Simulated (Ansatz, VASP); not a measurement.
**Cd: VASP beside Ansatz**

File INCAR:

```
SYSTEM = Cd
  PREC = Accurate
  ENCUT = 520
  EDIFF = 1E-7
  ISMEAR = -1
  SIGMA = 0.03
  LREAL = .FALSE.
  LASPH = .TRUE.
  NELM = 60
  ALGO = Normal
  ISIF = 2
  LWAVE = .FALSE.
  LCHARG = .TRUE.
  GGA = CA
  LELF = .TRUE.
  LVHAR = .TRUE.
  NBANDS = 19
```

Contents of KPOINTS:

```
Automatic mesh
0
G
  13 13 6
  0 0 0
```

Contents of POSCAR:

```
Cd
1.0
    2.8818641727      0.0000000000      0.0000000000
   -1.4409320863      2.4957675838      0.0000000000
    0.0000000000      0.0000000000      5.6383707528
Cd
2
Direct
    0.3333333333      0.6666666667      0.2500000000
    0.6666666667      0.3333333333      0.7500000000
```

Input for Ansatz:

```yaml
crystal:
  lattice:
    - [2.8818641727, 0.0, 0.0]
    - [-1.4409320863, 2.4957675838, 0.0]
    - [0.0, 0.0, 5.6383707528]
  atoms:
    - { symbol: Cd, position: [0.3333333333, 0.6666666667, 0.25] }
    - { symbol: Cd, position: [0.6666666667, 0.3333333333, 0.75] }
hamiltonian:
  xc: lda
  pseudopotentials:
    kind: paw
    azcp:
      Cd: "pseudopotentials/Cd.paw.azcp"
basis:
  ecutwfc: 420
  fft_grid_basis: typed
kpoints:
  mp_grid: { grid: [13, 13, 6], shift: [0, 0, 0] }
magnetization:
  spin_polarized: false
scf:
  occupations: { method: fermi_dirac, width: 0.03 }
  lower_state_search: "off"
output:
  stress: true
```

Alike in both runs: task single point; functional LDA; k mesh 13 × 13 × 6; occupations fermi-dirac, width 0.03 eV; no spin polarisation.

```csv
,VASP,Ansatz
version,VASP 6.6.1,Ansatz 0.2.0
potentials or method,"VASP PAW LDA potentials, release 64 (Cd), cutoff 520 eV","plane waves (420 eV) with PAW, scalar-relativistic"
valence electrons in the cell,24,40
```

Ansatz gave:

```
pressure (GPa)                                                : 0.1
traceless stress, the component that is largest in VASP (GPa) : -2.12
```

Q: Estimate VASP's values.

A: Pressure (GPa): 0.8; traceless stress, the component that is largest in VASP (GPa): -2.48.

Ansatz warns that its potentials were made for another functional, while VASP's fit it. LDA's correlation is that of Perdew and Zunger in VASP and of Perdew and Wang (1992) in Ansatz. VASP's potentials hold 24 valence electrons a cell and Ansatz's 40, so a difference there can come from the potentials and not from the codes.
